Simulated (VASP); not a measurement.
# TePb (Pm-3m) in VASP: notebook, part 2 of 2

VASP 6.6.1. The steps go on from the part before.

## 3. Single point, PBEsol

This run uses another cell than the first one, of 28.85 Å³/atom, 1.500 times its volume.

File INCAR:

```
PREC     = Accurate       # precision mode
ENCUT    = 500            # plane-wave cutoff, eV
EDIFF    = 1E-6           # SCF threshold, eV
ISMEAR   = -1             # smearing method
SIGMA    = 0.05           # smearing width, eV
LREAL    = False          # projectors in reciprocal space
LASPH    = True           # aspherical terms in the spheres
NELM     = 120            # most SCF steps
ALGO     = Normal         # electronic algorithm
ISIF     = 2              # what is computed and relaxed
LWAVE    = False          # write WAVECAR
LCHARG   = False          # write CHGCAR
GGA      = PS             # functional
NBANDS   = 17             # bands
GGA_COMPAT= False
```

File KPOINTS:

```
Automatic mesh
0
Gamma
  9 9 9
```

File POSCAR:

```
TePb
1.0
    3.8641656126      0.0000000000      0.0000000000
    0.0000000000      3.8641656126      0.0000000000
    0.0000000000      0.0000000000      3.8641656126
Te Pb
1 1
Direct
    0.5000000000      0.5000000000      0.5000000000
    0.0000000000      0.0000000000      0.0000000000
```

Potentials or basis: VASP PAW PBE potentials, release 64 (Te, Pb_d).

Launch:

```
$ cat potpaw_PBE.64/Te/POTCAR potpaw_PBE.64/Pb_d/POTCAR > POTCAR
$ mpirun -np 1 vasp_std > vasp.out
```

OUTCAR:

```text
PREC = Accurate
   ENCUT = 500
   EDIFF = 1E-6
   ISMEAR = -1
   LREAL = False
   LASPH = True
   NELM = 120
   ISIF = 2
   GGA = PS

 ion  position               nearest neighbor table
   1  0.500  0.500  0.500-   2 3.35   2 3.35   2 3.35   2 3.35   2 3.35   2 3.35   2 3.35   2 3.35

   2  0.000  0.000  0.000-   1 3.35   1 3.35   1 3.35   1 3.35   1 3.35   1 3.35   1 3.35   1 3.35

  LATTYP: Found a simple cubic cell.
 ALAT       =     3.8641656126

  Lattice vectors:

 A1 = (   3.8641656126,   0.0000000000,   0.0000000000)
 A2 = (   0.0000000000,   3.8641656126,   0.0000000000)
 A3 = (   0.0000000000,   0.0000000000,   3.8641656126)

Analysis of symmetry for initial positions (statically):
=====================================================================
 Subroutine PRICEL returns:
 Original cell was already a primitive cell.

 Routine SETGRP: Setting up the symmetry group for a
 simple cubic supercell.

 Subroutine GETGRP returns: Found 48 space group operations
 (whereof 48 operations were pure point group operations)
 out of a pool of 48 trial point group operations.

The static configuration has the point symmetry O_h .

Analysis of symmetry for dynamics (positions and initial velocities):
=====================================================================
 Subroutine PRICEL returns:
 Original cell was already a primitive cell.

 Routine SETGRP: Setting up the symmetry group for a
 simple cubic supercell.

 Subroutine GETGRP returns: Found 48 space group operations
 (whereof 48 operations were pure point group operations)
 out of a pool of 48 trial point group operations.

The dynamic configuration has the point symmetry O_h .

[... 103 lines left out ...]
   NFREE  =      0    steps in history (QN), initial steepest desc. (CG)
   ISIF   =      2    stress and relaxation
   ISYM   =      2    0-nonsym 1-usesym 2-fastsym
   POTIM  = 0.5000    time-step for ionic-motion
   TEBEG  =    0.0;   TEEND  =   0.0 temperature during run
   PSTRESS=    0.0 pullay stress
   NELECT =      20.0000    total number of electrons
   NUPDOWN=      -1.0000    fix difference up-down
   EMIN   =  10.00;   EMAX   =-10.00  energy-range for DOS
   EFERMI =   0.00;   METHOD = LEGACY
   ISMEAR =    -1;   SIGMA  =   0.05  broadening in eV -4-tet -1-fermi 0-gaus
   EFERMI_NEDOS =   21; number of points for ismear=-14 and -15
   IALGO  =     38    algorithm
   IMIX   =      4    mixing-type and parameters
     AMIX     =   0.40;   BMIX     =  1.00
     AMIX_MAG =   1.60;   BMIX_MAG =  1.00
  volume/ion in A,a.u.               =      28.85       194.69
  Fermi-wavevector in a.u.,A,eV,Ry     =   1.149995  2.173175 17.993533  1.322487
  Thomas-Fermi vector in A             =   2.286661
   LORBIT       =      0    0 simple, 1 ext, 2 COOP (PROOUT), +10 PAW based schemes
   GGA     = PS    functional components
   LHFCALC =     F    Hartree Fock is set to
   AEXX    =    0.0000 exact exchange contribution
   IVDW    =     0    specifies the selected vdW correction
   LEPSILON=     F    determine dielectric tensor
   LRPA    =     F    only Hartree local field effects (RPA)
 non-spin polarized calculation
  energy-cutoff  :      500.00
  volume of cell :       57.70
 maximum number of plane-waves:      1482
   NGX = 15   NGY = 15   NGZ = 15

 number of electron      19.9999985 magnetization

 Free energy of the ion-electron system (eV)
  ---------------------------------------------------
  ext. energy  EPLUGINS =         0.00000000
  ---------------------------------------------------
  free energy    TOTEN  =        -7.87611168 eV

  energy without entropy =       -7.86727667  energy(sigma->0) =       -7.87169418

 E-fermi :   7.4415     XC(G=0): -10.3200

 val. band max:        7.4260644535   @ k =   0.4444   0.2222   0.0000
 cond. band min:       7.5049349425   @ k =   0.2222   0.1111   0.1111
 fundamental gap:      0.0788704890
 Fermi energy:         7.4414829551

 k-point     1 :       0.0000    0.0000    0.0000
  band No.  band energies     occupation
      1      -9.5566      2.00000
      2      -9.5566      2.00000
      3      -9.4397      2.00000
      4      -9.4397      2.00000
      5      -9.4397      2.00000
      6      -5.4335      2.00000
[... 457 lines left out ...]
      4      -9.4683      2.00000
      5      -9.4145      2.00000
      6      -3.1364      2.00000
[... 9 lines left out ...]
     16      16.6297      0.00000
     17      17.9206      0.00000

 [... further k-points ...]
[... 5 lines left out ...]
  --------------------------------------------------------------------------------------
  -------------------------------------------------------------------------------------
  Total        0.7235426      0.7235426      0.7235426      0.0000000      0.0000000      0.0000000
  in kB       20.0912757     20.0912757     20.0912757      0.0000000      0.0000000      0.0000000
  external PRESSURE =      20.0912757 kB  Pullay stress =       0.0000000 kB

 VOLUME and BASIS-vectors are now :
 -----------------------------------------------------------------------------
  energy-cutoff  :      500.00
  volume of cell :       57.70
      direct lattice vectors                 reciprocal lattice vectors
     3.864165613  0.000000000  0.000000000     0.258788080  0.000000000  0.000000000
     0.000000000  3.864165613  0.000000000     0.000000000  0.258788080  0.000000000
     0.000000000  0.000000000  3.864165613     0.000000000  0.000000000  0.258788080

 POSITION                                       TOTAL-FORCE (eV/Angst)
 -----------------------------------------------------------------------------------
      1.93208      1.93208      1.93208         0.000000      0.000000      0.000000
      0.00000      0.00000      0.00000         0.000000      0.000000      0.000000
 -----------------------------------------------------------------------------------
    total drift:                               -0.000000      0.000000     -0.000000

  FREE ENERGIE OF THE ION-ELECTRON SYSTEM (eV)
  ---------------------------------------------------
  free  energy   TOTEN  =        -7.8761116787 eV

  energy  without entropy=       -7.8672766714  energy(sigma->0) =       -7.87169418
```

OSZICAR:

```text
N       E                     dE             d eps       ncg     rms          rms(c)
DAV:   1     0.146681453194E+03    0.14668E+03   -0.92739E+03  1190   0.117E+03
DAV:   2     0.115037779207E+01   -0.14553E+03   -0.14124E+03  1273   0.290E+02
DAV:   3    -0.776573987653E+01   -0.89161E+01   -0.87514E+01  1599   0.796E+01
DAV:   4    -0.798704150405E+01   -0.22130E+00   -0.22093E+00  1560   0.133E+01
DAV:   5    -0.799494775744E+01   -0.79063E-02   -0.79058E-02  1711   0.225E+00    0.446E+00
DAV:   6    -0.788381914435E+01    0.11113E+00   -0.23023E-01  1732   0.408E+00    0.289E+00
DAV:   7    -0.787686986714E+01    0.69493E-02   -0.62024E-02  1599   0.144E+00    0.995E-01
DAV:   8    -0.787614012140E+01    0.72975E-03   -0.74695E-03  1546   0.866E-01    0.135E-01
DAV:   9    -0.787614456229E+01   -0.44409E-05   -0.98443E-04  1686   0.275E-01    0.414E-02
DAV:  10    -0.787611673439E+01    0.27828E-04   -0.90000E-05  1592   0.833E-02    0.237E-02
DAV:  11    -0.787611178803E+01    0.49464E-05   -0.35702E-05  1562   0.505E-02    0.177E-02
DAV:  12    -0.787611167866E+01    0.10937E-06   -0.31009E-06  1248   0.868E-03
   1 F= -.78761117E+01 E0= -.78716942E+01  d E =-.883501E-02
```

Run time: 14 s. Hardware: 1 thread of AMD EPYC 9R45 (Zen 5), shared host; peak memory 0.15 GiB.

Results:

* Free energy: -7.8761 eV
* Pressure: 2.0 GPa
* Band gap on the k mesh: zero (band 10 reaches 7.72 eV, above the bottom of band 11 at 6.39 eV)

Caveat: the PAW data sets were made with another functional, which shifts forces and pressure a little; spin-orbit coupling is left out, which moves the levels of the heavy elements.

## 4. Single point, PBEsol

File INCAR:

```
SYSTEM = TePb
ALGO = Normal
EDIFF = 1E-6
ENCUT = 500
GGA = PS
GGA_COMPAT = .FALSE.
ISIF = 2
ISMEAR = -1
LASPH = .TRUE.
LCHARG = .FALSE.
LREAL = .FALSE.
LWAVE = .FALSE.
NBANDS = 17
NELM = 120
PREC = Accurate
SIGMA = 0.05
```

File KPOINTS:

```
k-points
0
G
  9 9 9
  0 0 0
```

POSCAR is that of step 3.

Launch:

```
$ cat potpaw_PBE.64/Te/POTCAR potpaw_PBE.64/Pb_d/POTCAR > POTCAR
$ mpirun -np 1 vasp_std > vasp.out
```

Wall time 14 s (1 thread of AMD EPYC 9R45 (Zen 5), shared host); peak memory 0.15 GiB.

Results (log left out):

| Quantity | Value |
| --- | --- |
| Free energy | -7.8761 eV |
| Pressure | 2.0 GPa |
| Band gap on the k mesh | zero (band 10 reaches 7.72 eV, above the bottom of band 11 at 6.39 eV) |

Levels at points of the mesh, in eV from the Fermi level:
```tsv
k point	band 7	band 8	band 9	band 10	band 11	band 12	band 13	band 14
(0.00, 0.00, 0.00)	-6.42	-1.78	-1.78	-1.78	3.85	3.85	5.99	5.99
```

Caveat: the PAW data sets were made with another functional, which shifts forces and pressure a little; spin-orbit coupling is left out, which moves the levels of the heavy elements.

## 5. Single point, PBEsol

This run uses another cell than the first one, of 32.05 Å³/atom, 1.667 times its volume.

File INCAR:

```
PREC = Accurate ; ENCUT = 500
EDIFF = 1E-6 ; ISMEAR = -1
SIGMA = 0.05 ; LREAL = False
LASPH = True ; NELM = 120
ALGO = Normal ; ISIF = 2
LWAVE = False ; LCHARG = False
GGA = PS ; NBANDS = 17
GGA_COMPAT = False
```

File KPOINTS:

```
regular mesh
0
Gamma
  9 9 9
```

File POSCAR:

```
TePb
1.0
    4.0022870000      0.0000000000      0.0000000000
    0.0000000000      4.0022870000      0.0000000000
    0.0000000000      0.0000000000      4.0022870000
Te Pb
1 1
Direct
    0.5000000000      0.5000000000      0.5000000000
    0.0000000000      0.0000000000      0.0000000000
```

Potentials or basis: VASP PAW PBE potentials, release 64 (Te, Pb_d).

Launch:

```
$ cat potpaw_PBE.64/Te/POTCAR potpaw_PBE.64/Pb_d/POTCAR > POTCAR
$ mpirun -np 1 vasp_std > vasp.out
```

OUTCAR:

```text
PREC = Accurate
   ENCUT = 500
   EDIFF = 1E-6
   ISMEAR = -1
   LREAL = False
   LASPH = True
   NELM = 120
   ISIF = 2
   GGA = PS

 ion  position               nearest neighbor table
   1  0.500  0.500  0.500-   2 3.47   2 3.47   2 3.47   2 3.47   2 3.47   2 3.47   2 3.47   2 3.47

   2  0.000  0.000  0.000-   1 3.47   1 3.47   1 3.47   1 3.47   1 3.47   1 3.47   1 3.47   1 3.47

  LATTYP: Found a simple cubic cell.
 ALAT       =     4.0022870000

  Lattice vectors:
[... 191 lines left out ...]
      4     -10.7198      2.00000
      5     -10.7198      2.00000
      6      -5.9695      2.00000
[... 457 lines left out ...]
      4     -10.7385      2.00000
      5     -10.7049      2.00000
      6      -4.1222      2.00000
[... 9 lines left out ...]
     16      14.9718      0.00000
     17      16.0452      0.00000

 [... further k-points ...]
[... 5 lines left out ...]
  --------------------------------------------------------------------------------------
  -------------------------------------------------------------------------------------
  Total       -1.1820328     -1.1820328     -1.1820328      0.0000000     -0.0000000      0.0000000
  in kB      -29.5403365    -29.5403365    -29.5403365      0.0000000     -0.0000000      0.0000000
  external PRESSURE =     -29.5403365 kB  Pullay stress =       0.0000000 kB

 VOLUME and BASIS-vectors are now :
 -----------------------------------------------------------------------------
  energy-cutoff  :      500.00
  volume of cell :       64.11
      direct lattice vectors                 reciprocal lattice vectors
     4.002287000  0.000000000  0.000000000     0.249857144  0.000000000  0.000000000
     0.000000000  4.002287000  0.000000000     0.000000000  0.249857144  0.000000000
     0.000000000  0.000000000  4.002287000     0.000000000  0.000000000  0.249857144

 POSITION                                       TOTAL-FORCE (eV/Angst)
 -----------------------------------------------------------------------------------
      2.00114      2.00114      2.00114         0.000000      0.000000      0.000000
      0.00000      0.00000      0.00000         0.000000      0.000000      0.000000
 -----------------------------------------------------------------------------------
    total drift:                               -0.000000     -0.000000     -0.000000

  FREE ENERGIE OF THE ION-ELECTRON SYSTEM (eV)
  ---------------------------------------------------
  free  energy   TOTEN  =        -7.8494220654 eV

  energy  without entropy=       -7.8402683906  energy(sigma->0) =       -7.84484523
```

OSZICAR:

```text
N       E                     dE             d eps       ncg     rms          rms(c)
DAV:   1     0.144775804940E+03    0.14478E+03   -0.90437E+03  1190   0.113E+03
DAV:   2     0.185630913786E+01   -0.14292E+03   -0.13863E+03  1226   0.287E+02
DAV:   3    -0.776957883626E+01   -0.96259E+01   -0.94941E+01  1589   0.809E+01
DAV:   4    -0.801378088294E+01   -0.24420E+00   -0.24395E+00  1530   0.139E+01
DAV:   5    -0.802224059938E+01   -0.84597E-02   -0.84593E-02  1713   0.234E+00    0.363E+00
DAV:   6    -0.785182984356E+01    0.17041E+00   -0.44880E-01  1697   0.459E+00    0.238E+00
DAV:   7    -0.785055825891E+01    0.12716E-02   -0.33685E-02  1397   0.899E-01    0.114E+00
DAV:   8    -0.784939661671E+01    0.11616E-02   -0.27417E-03  1494   0.455E-01    0.193E-01
DAV:   9    -0.784941222663E+01   -0.15610E-04   -0.18268E-04  1640   0.951E-02    0.830E-02
DAV:  10    -0.784942227513E+01   -0.10049E-04   -0.44097E-05  1377   0.352E-02    0.283E-02
DAV:  11    -0.784942206536E+01    0.20977E-06   -0.53156E-06  1526   0.144E-02
   1 F= -.78494221E+01 E0= -.78448452E+01  d E =-.915367E-02
```

stdout:

```text
POSCAR found type information on POSCAR TePb
 POSCAR found :  2 types and       2 ions
 scaLAPACK will be used
 -----------------------------------------------------------------------------
|                                                                             |
|                                                                             |
|     You enforced a specific xc type in the INCAR file but a different       |
|     I HOPE YOU KNOW WHAT YOU ARE DOING!                                     |
|                                                                             |
 -----------------------------------------------------------------------------

 LDA part: xc-table for (Slater+PW92), standard interpolation
 POSCAR, INCAR and KPOINTS ok, starting setup
 FFT: planning ... GRIDC
 FFT: planning ... GRID_SOFT
 FFT: planning ... GRID
 WAVECAR not read
 entering main loop
```

It took 15 s on 1 thread of AMD EPYC 9R45 (Zen 5), shared host; peak memory 0.15 GiB.

Results:

| Quantity | Value |
| --- | --- |
| Free energy | -7.8494 eV |
| Pressure | -3.0 GPa |
| Band gap on the k mesh | zero (band 10 reaches 6.41 eV, above the bottom of band 11 at 5.43 eV) |

Caveat: the PAW data sets were made with another functional, which shifts forces and pressure a little; spin-orbit coupling is left out, which moves the levels of the heavy elements.

## 6. Overview

| cell | gap on the mesh (eV) | pressure (GPa) |
| --- | --- | --- |
| a = 3.376 Å, 2 atoms | none | 58.2 |
| a = 3.864 Å, 2 atoms | none | 2.0 |
| a = 4.002 Å, 2 atoms | none | -3.0 |

Alike in all rows: task single point; level PBEsol; potentials or basis VASP PAW PBE potentials, release 64 (Te, Pb_d); no spin polarisation; k mesh 9 × 9 × 9; cutoff (eV) 500; smearing fermi-dirac 0.05 eV.

Caveats: the PAW data sets were made with another functional, which shifts forces and pressure a little; spin-orbit coupling is left out, which moves the levels of the heavy elements.

Total energies depend on the potentials used, so only differences within one code and one set of settings carry meaning.
